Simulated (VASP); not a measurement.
Set up this calculation in VASP 6.6.1, as the native input.

```yaml
Task: single point
Functional: PBE
Potentials_or_basis: VASP PAW PBE potentials, release 64 (Si)
Cutoff: 520 eV
k_mesh: 6 × 6 × 1
Occupations: gaussian, width 0.05 eV
Spin: no spin polarisation
Dipole_correction: yes
Further_INCAR_settings: LREAL = Auto; ALGO = Normal; EDIFF = 1e-06; NBANDS = 46
```

The structure of Si lies in POSCAR:

```
Si
1.0
    7.7350710963      0.0000000000      0.0000000000
   -3.8675355481      6.6987680695      0.0000000000
    0.0000000000      0.0000000000     21.9372968034
Si
16
Direct
    0.1666666667      0.3333333333      0.1823378712
    0.1666666667      0.8333333333      0.1823378712
    0.6666666667      0.3333333333      0.1823378712
    0.6666666667      0.8333333333      0.1823378712
    0.0000000000      0.0000000000      0.2183248661
    0.0000000000      0.5000000000      0.2183248661
    0.5000000000      0.0000000000      0.2183248661
    0.5000000000      0.5000000000      0.2183248661
    0.0000000000      0.0000000000      0.3321460403
    0.0000000000      0.5000000000      0.3321460403
    0.5000000000      0.0000000000      0.3321460403
    0.5000000000      0.5000000000      0.3321460403
    0.3333333333      0.1666666667      0.3618174506
    0.3333333333      0.6666666667      0.3618174506
    0.8333333333      0.1666666667      0.3618174506
    0.8333333333      0.6666666667      0.3618174506
```

One way to write it, as run:

INCAR

```
ALGO = Normal
DIPOL = 0.5 0.5 0.274
EDIFF = 1E-6
ENCUT = 520
GGA = PE
IDIPOL = 3
ISIF = 2
ISMEAR = 0
LASPH = T
LCHARG = T
LDIPOL = T
LELF = T
LREAL = Auto
LVACPOTAV = T
LVHAR = T
LWAVE = F
NBANDS = 46
NELM = 80
PREC = Accurate
SIGMA = 0.05
```

KPOINTS

```
k-points
0
Gamma
  6 6 1
```

Potentials or basis: VASP PAW PBE potentials, release 64 (Si).

The run is started by

```sh
$ cat potpaw_PBE.64/Si/POTCAR > POTCAR
$ mpirun -np 1 vasp_std > vasp.out
```

It gave:

| Item | Value |
| --- | --- |
| Largest force | 0.626 eV/Å |
| Band gap on the k mesh | zero (bands 32 and 33 overlap by 0.11 eV) |

Wall time 20 min on 1 thread of Intel(R) Xeon(R) 6975P-C (Granite Rapids), on a shared host, peak memory 1.1 GiB.
